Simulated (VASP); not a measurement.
# TiAl3 (I4/mmm) in VASP: notebook

Runs on TiAl3. Level: r2SCAN. Tasks: single point.

Program: VASP 6.6.1. These are calculated values, not measurements. Logs are shortened: lines on timing, memory, paths and dates and some standing lists are left out, and cuts for length are marked.

## 1. The cell of the first run

The structure is tetragonal, space group I4/mmm (No. 139). Conventional cell: a = 3.862 Å, b = 3.862 Å, c = 8.649 Å, α = 90.00°, β = 90.00°, γ = 90.00°. Ti (site symmetry 4/mmm) has 12 Al at 2.73 to 2.90 Å within 3.6 Å. Within 3.6 Å of Al (site symmetry 4/mmm) lie 4 Ti at 2.73 Å and 8 Al at 2.90 Å. Al (site symmetry -4m2) has 8 Al at 2.73 to 2.90 Å and 4 Ti at 2.90 Å within 3.6 Å.

## 2. Single point, r2SCAN (16.12 Å³/atom)

Contents of POSCAR:

```
TiAl3
1.0
   -1.9309322830      1.9309322830      4.3243129928
    1.9309322830     -1.9309322830      4.3243129928
    1.9309322830      1.9309322830     -4.3243129928
Ti Al
1 3
Direct
    0.0000000000      0.0000000000      0.0000000000
    0.5000000000      0.5000000000      0.0000000000
    0.7500000000      0.2500000000      0.5000000000
    0.2500000000      0.7500000000      0.5000000000
```

Contents of INCAR.step1:

```
PREC = Accurate ; ENCUT = 550
ISMEAR = 0 ; SIGMA = 0.1
LREAL = False ; LASPH = True
NELM = 120 ; NBANDS = 18
GGA = PE ; ALGO = Normal
EDIFF = 1E-5 ; LWAVE = True
LCHARG = False ; GGA_COMPAT = False
```

Contents of INCAR.step2:

```
PREC = Accurate ; ENCUT = 550
EDIFF = 1E-6 ; ISMEAR = 0
SIGMA = 0.1 ; LREAL = False
LASPH = True ; NELM = 120
ALGO = Normal ; ISIF = 2
LWAVE = False ; LCHARG = True
METAGGA = R2SCAN ; LMIXTAU = True
LELF = True ; LVHAR = True
NBANDS = 18 ; ISTART = 1
GGA_COMPAT = False
```

Contents of KPOINTS:

```
Automatic mesh
0
Gamma
  16 16 16
```

Potentials or basis: VASP PAW PBE potentials, release 64 (Ti_sv, Al).

Run with:

```console
> cat potpaw_PBE.64/Ti_sv/POTCAR potpaw_PBE.64/Al/POTCAR > POTCAR
> cp INCAR.step1 INCAR
> mpirun -np 1 vasp_std > vasp.out
> cp INCAR.step2 INCAR
> mpirun -np 1 vasp_std > vasp.out
```

OUTCAR:

```text
PREC = Accurate
   ENCUT = 550
   EDIFF = 1E-6
   ISMEAR = 0
   LREAL = False
   LASPH = True
   NELM = 120
   ISIF = 2
   METAGGA = R2SCAN
   ISTART = 1

 ion  position               nearest neighbor table
   1  0.000  0.000  0.000-   2 2.73   2 2.73   2 2.73   2 2.73   4 2.90   3 2.90   4 2.90   4 2.90
                             3 2.90   3 2.90   4 2.90   3 2.90
   2  0.500  0.500  0.000-   1 2.73   1 2.73   1 2.73   1 2.73   4 2.90   3 2.90   4 2.90   3 2.90
                             4 2.90   4 2.90   3 2.90   3 2.90
   3  0.750  0.250  0.500-   4 2.73   4 2.73   4 2.73   4 2.73   2 2.90   1 2.90   2 2.90   1 2.90
                             2 2.90   2 2.90   1 2.90   1 2.90
   4  0.250  0.750  0.500-   3 2.73   3 2.73   3 2.73   3 2.73   2 2.90   1 2.90   2 2.90   2 2.90
                             1 2.90   1 2.90   2 2.90   1 2.90

  LATTYP: Found a body centered tetragonal cell.
 ALAT       =     3.8618645660
 C/A-ratio  =     2.2394948963

  Lattice vectors:

 A1 = (  -1.9309322830,   1.9309322830,   4.3243129928)
 A2 = (   1.9309322830,  -1.9309322830,   4.3243129928)
 A3 = (   1.9309322830,   1.9309322830,  -4.3243129928)

Analysis of symmetry for initial positions (statically):
=====================================================================
 Subroutine PRICEL returns:
 Original cell was already a primitive cell.

 Routine SETGRP: Setting up the symmetry group for a
 body centered tetragonal supercell.

 Subroutine GETGRP returns: Found 16 space group operations
 (whereof 16 operations were pure point group operations)
 out of a pool of 16 trial point group operations.

The static configuration has the point symmetry D_4h.

Analysis of symmetry for dynamics (positions and initial velocities):
=====================================================================
 Subroutine PRICEL returns:
 Original cell was already a primitive cell.

 Routine SETGRP: Setting up the symmetry group for a
 body centered tetragonal supercell.

 Subroutine GETGRP returns: Found 16 space group operations
 (whereof 16 operations were pure point group operations)
 out of a pool of 16 trial point group operations.

The dynamic configuration has the point symmetry D_4h.

 Subroutine INISYM returns: Found 16 space group operations
 (whereof 16 operations are pure point group operations),
 and found     1 'primitive' translations

----------------------------------------------------------------------------------------

                                     Primitive cell

  volume of cell :      64.4928

  direct lattice vectors                    reciprocal lattice vectors
    -1.930932283  1.930932283  4.324312993     0.000000000  0.258942276  0.115625303
     1.930932283 -1.930932283  4.324312993     0.258942276  0.000000000  0.115625303
     1.930932283  1.930932283 -4.324312993     0.258942276  0.258942276  0.000000000

  length of vectors
     5.114360353  5.114360353  5.114360353     0.283584754  0.283584754  0.366199678

  position of ions in fractional coordinates (direct lattice)
     0.000000000  0.000000000  0.000000000
     0.500000000  0.500000000  0.000000000
     0.750000000  0.250000000  0.500000000
     0.250000000  0.750000000  0.500000000

  ion indices of the primitive-cell ions
   primitive index   ion index
                 1           1
                 2           2
                 3           3
                 4           4

----------------------------------------------------------------------------------------

 KPOINTS: Automatic mesh

Automatic generation of k-mesh.
 Grid dimensions read from file:
 generate k-points for:   16   16   16

 Generating k-lattice:

  Cartesian coordinates                     Fractional coordinates (reciprocal lattice)
     0.000000000  0.016183892  0.007226581     0.062500000  0.000000000  0.000000000
     0.016183892  0.000000000  0.007226581     0.000000000  0.062500000  0.000000000
     0.016183892  0.016183892  0.000000000     0.000000000  0.000000000  0.062500000

  Length of vectors
     0.017724047  0.017724047  0.022887480

  Shift w.r.t. Gamma in fractional coordinates (k-lattice)
     0.000000000  0.000000000  0.000000000

 Subroutine IBZKPT returns following result:
 ===========================================

 Found    349 irreducible k-points:

 Following reciprocal coordinates:
            Coordinates               Weight
  0.000000  0.000000  0.000000      1.000000
  0.062500  0.000000 -0.000000      8.000000
  0.125000  0.000000 -0.000000      8.000000
  0.187500  0.000000 -0.000000      8.000000
  0.250000  0.000000 -0.000000      8.000000
  0.312500  0.000000 -0.000000      8.000000
[... 16 lines left out ...]
 -0.125000  0.062500  0.000000     16.000000
 -0.062500  0.062500  0.000000      4.000000
 [... further k-points ...]
   k-points           NKPTS =    349   k-points in BZ     NKDIM =    349   number of bands    NBANDS=     18
   number of dos      NEDOS =    301   number of ions     NIONS =      4
   total plane-waves  NPLWV =  64000
   dimension x,y,z NGX =    40 NGY =   40 NGZ =   40
   dimension x,y,z NGXF=    80 NGYF=   80 NGZF=   80
   ions per type =               1   3
   NGX,Y,Z   is equivalent  to a cutoff of  13.00, 13.00, 13.00 a.u.
   NGXF,Y,Z  is equivalent  to a cutoff of  26.00, 26.00, 26.00 a.u.
 SYSTEM =  unknown system
   PREC   = accura    normal or accurate (medium, high low for compatibility)
   ISTART =      1    job   : 0-new  1-cont  2-samecut
   ICHARG =      0    charge: 1-file 2-atom 10-const
   ISPIN  =      1    spin polarized calculation?
   LNONCOLLINEAR =      F non collinear calculations
   LSORBIT =      F    spin-orbit coupling
   LASPH  =      T    aspherical Exc in radial PAW
   ENCUT  =  550.0 eV  40.42 Ry    6.36 a.u.   9.78  9.78  9.78*2*pi/ulx,y,z
   NELM   =    120;   NELMIN=  2; NELMDL=  0     # of ELM steps
   EDIFF  = 0.1E-05   stopping-criterion for ELM
   LREAL  =      F    real-space projection
   EDIFFG = 0.1E-04   stopping-criterion for IOM
   NSW    =      0    number of steps for IOM
   IBRION =     -1    ionic relax: 0-MD 1-quasi-New 2-CG
   NFREE  =      0    steps in history (QN), initial steepest desc. (CG)
   ISIF   =      2    stress and relaxation
   ISYM   =      2    0-nonsym 1-usesym 2-fastsym
   POTIM  = 0.5000    time-step for ionic-motion
   TEBEG  =    0.0;   TEEND  =   0.0 temperature during run
   PSTRESS=    0.0 pullay stress
   NELECT =      21.0000    total number of electrons
   NUPDOWN=      -1.0000    fix difference up-down
   EMIN   =  10.00;   EMAX   =-10.00  energy-range for DOS
   EFERMI =   0.00;   METHOD = LEGACY
   ISMEAR =     0;   SIGMA  =   0.10  broadening in eV -4-tet -1-fermi 0-gaus
   EFERMI_NEDOS =   21; number of points for ismear=-14 and -15
   IALGO  =     38    algorithm
   IMIX   =      4    mixing-type and parameters
     AMIX     =   0.40;   BMIX     =  1.00
     AMIX_MAG =   1.60;   BMIX_MAG =  1.00
  volume/ion in A,a.u.               =      16.12       108.80
  Fermi-wavevector in a.u.,A,eV,Ry     =   1.126274  2.128350 17.258908  1.268494
  Thomas-Fermi vector in A             =   2.262955
   LORBIT       =      0    0 simple, 1 ext, 2 COOP (PROOUT), +10 PAW based schemes
   METAGGA = R2SCAN    functional components
   LHFCALC =     F    Hartree Fock is set to
   AEXX    =    0.0000 exact exchange contribution
   IVDW    =     0    specifies the selected vdW correction
   LEPSILON=     F    determine dielectric tensor
   LRPA    =     F    only Hartree local field effects (RPA)
 non-spin polarized calculation
 Gauss-broadening in eV      SIGMA  =   0.10
  energy-cutoff  :      550.00
  volume of cell :       64.49
 maximum number of plane-waves:      1917
   NGX = 19   NGY = 19   NGZ = 19

 number of electron      21.0000001 magnetization

 Free energy of the ion-electron system (eV)
  ---------------------------------------------------
  ext. energy  EPLUGINS =         0.00000000
  ---------------------------------------------------
  free energy    TOTEN  =       -34.88989029 eV

  energy without entropy =      -34.88145527  energy(sigma->0) =      -34.88567278

 E-fermi :   8.0638     XC(G=0): -11.4274

 val. band max:        8.0617349463   @ k =  -0.3750   0.5000   0.2500
 cond. band min:       8.0652042960   @ k =  -0.1875   0.2500   0.1875
 fundamental gap:      0.0034693497
 Fermi energy:         8.0637587201

 k-point     1 :       0.0000    0.0000    0.0000
  band No.  band energies     occupation
      1     -50.8450      2.00000
      2     -26.1087      2.00000
      3     -26.1087      2.00000
      4     -26.0373      2.00000
      5      -2.5250      2.00000
      6       5.1153      2.00000
[... 10 lines left out ...]
     17      11.9848      0.00000
     18      11.9849      0.00000

 k-point     2 :       0.0625    0.0000   -0.0000
  band No.  band energies     occupation
      1     -50.8450      2.00000
      2     -26.1097      2.00000
      3     -26.1086      2.00000
      4     -26.0373      2.00000
      5      -2.4744      2.00000
      6       4.7727      2.00000
[... 10 lines left out ...]
     17      11.9980      0.00000
     18      12.2905      0.00000

 k-point     3 :       0.1250    0.0000   -0.0000
  band No.  band energies     occupation
      1     -50.8448      2.00000
      2     -26.1125      2.00000
      3     -26.1084      2.00000
      4     -26.0371      2.00000
      5      -2.3232      2.00000
      6       4.4133      2.00000
[... 10 lines left out ...]
     17      12.0571      0.00000
     18      13.0103      0.00000

 k-point     4 :       0.1875    0.0000   -0.0000
  band No.  band energies     occupation
      1     -50.8446      2.00000
      2     -26.1168      2.00000
      3     -26.1081      2.00000
      4     -26.0369      2.00000
      5      -2.0731      2.00000
      6       4.0418      2.00000
[... 375 lines left out ...]
      4     -26.0368      2.00000
      5      -2.0722      2.00000
      6       4.3665      2.00000
[... 10 lines left out ...]
     17      12.4225      0.00000
     18      13.8370      0.00000

 k-point    23 :      -0.1250    0.0625    0.0000
  band No.  band energies     occupation
      1     -50.8448      2.00000
      2     -26.1125      2.00000
      3     -26.1094      2.00000
      4     -26.0370      2.00000
      5      -2.3059      2.00000
      6       4.7978      2.00000
[... 10 lines left out ...]
     17      12.2632      0.00000
     18      13.0454      0.00000

 k-point    24 :      -0.0625    0.0625    0.0000
  band No.  band energies     occupation
      1     -50.8449      2.00000
      2     -26.1097      2.00000
      3     -26.1095      2.00000
      4     -26.0372      2.00000
      5      -2.4405      2.00000
      6       5.1716      2.00000
[... 10 lines left out ...]
     17      12.1481      0.00000
     18      12.3770      0.00000

 [... further k-points ...]

------------------------ aborting loop because EDIFF is reached ----------------------------------------

  FORCE on cell =-STRESS in cart. coord.  units (eV):
  Direction    XX          YY          ZZ          XY          YZ          ZX
  --------------------------------------------------------------------------------------
  -------------------------------------------------------------------------------------
  Total       -1.3627890     -1.3627890     -1.2961317      0.0000000      0.0000000      0.0000000
  in kB      -33.8554043    -33.8554043    -32.1994547      0.0000000      0.0000000      0.0000000
  external PRESSURE =     -33.3034211 kB  Pullay stress =       0.0000000 kB

 VOLUME and BASIS-vectors are now :
 -----------------------------------------------------------------------------
  energy-cutoff  :      550.00
  volume of cell :       64.49
      direct lattice vectors                 reciprocal lattice vectors
    -1.930932283  1.930932283  4.324312993     0.000000000  0.258942276  0.115625303
     1.930932283 -1.930932283  4.324312993     0.258942276  0.000000000  0.115625303
     1.930932283  1.930932283 -4.324312993     0.258942276  0.258942276  0.000000000

 POSITION                                       TOTAL-FORCE (eV/Angst)
 -----------------------------------------------------------------------------------
      0.00000      0.00000      0.00000         0.000000      0.000000      0.000000
      0.00000      0.00000      4.32431         0.000000      0.000000      0.000000
     -0.00000      1.93093      2.16216         0.000000     -0.000000     -0.000000
      1.93093     -0.00000      2.16216        -0.000000     -0.000000      0.000000
 -----------------------------------------------------------------------------------
    total drift:                               -0.000000     -0.000000      0.000000

  FREE ENERGIE OF THE ION-ELECTRON SYSTEM (eV)
  ---------------------------------------------------
  free  energy   TOTEN  =       -34.8898902945 eV

  energy  without entropy=      -34.8814552727  energy(sigma->0) =      -34.88567278
```

It took 28 min on 1 thread of AMD EPYC 9R45 (Zen 5), shared host; peak memory 0.54 GiB.

What came out:

```yaml
Free_energy: -34.8899 eV
Pressure: -3.3 GPa
Band_gap_on_the_k_mesh: zero (an odd number of electrons rules out a gap without spin polarisation)
```

Caveat: the cell stands under tension; the PAW data sets were made with another functional, which shifts forces and pressure a little.

[end of part 1 of 2]
